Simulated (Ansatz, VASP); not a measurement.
## One calculation of Si4P, two programs

The input INCAR:

```
SYSTEM = Si4P
PREC = Accurate
ENCUT = 520
EDIFF = 1E-6
ISMEAR = 0
SIGMA = 0.1
LREAL = .False.
LASPH = .True.
NELM = 100
ALGO = Normal
ISIF = 2
LWAVE = .False.
LCHARG = .False.
GGA = PE
NBANDS = 18
```

Contents of KPOINTS:

```
regular mesh
0
Gamma
  4 4 4
  0 0 0
```

POSCAR

```
Si4P
1.0
    4.3798849900      0.0000000000      0.0000000000
    0.0000000000      4.3798849900      0.0000000000
    0.0000000000      0.0000000000      4.3798849900
Si P
4 1
Direct
    0.5000000000      0.0000000000      0.0000000000
    0.0000000000      0.5000000000      0.0000000000
    0.0000000000      0.0000000000      0.5000000000
    0.0000000000      0.0000000000      0.0000000000
    0.5000000000      0.5000000000      0.5000000000
```

Input for Ansatz:

```yaml
crystal:
  lattice:
    - [4.37988499, 0.0, 0.0]
    - [0.0, 4.37988499, 0.0]
    - [0.0, 0.0, 4.37988499]
  atoms:
    - { symbol: Si, position: [0.5, 0.0, 0.0] }
    - { symbol: Si, position: [0.0, 0.5, 0.0] }
    - { symbol: Si, position: [0.0, 0.0, 0.5] }
    - { symbol: Si, position: [0.0, 0.0, 0.0] }
    - { symbol: P, position: [0.5, 0.5, 0.5] }
basis:
  ecutwfc: 420
kpoints:
  mp_grid: { grid: [4, 4, 4] }
hamiltonian:
  xc: pbe
scf:
  occupations: { method: gaussian, width: 0.1 }
  lower_state_search: "off"
output:
  forces: true
  stress: true
  eigenvalues: true
```

Alike in both runs: task single point; functional PBE; k mesh 4 × 4 × 4; occupations gaussian, width 0.1 eV; no spin polarisation.

|  | VASP | Ansatz |
| --- | --- | --- |
| version | VASP 6.6.1 | Ansatz 0.2.0 |
| potentials or method | VASP PAW PBE potentials, release 64 (Si, P), cutoff 520 eV | scalar-relativistic, plane waves, PAW |
| valence electrons in the cell | 21 | 21 |

|  | VASP | Ansatz | Ansatz less VASP |
| --- | --- | --- | --- |
| gap on the k mesh at the Fermi level (eV) | none | none | - |
| pressure (GPa) | 13.8 | 13.9 | +0.11 |

A gap of «none» marks a metal or a gap that the smearing closes.
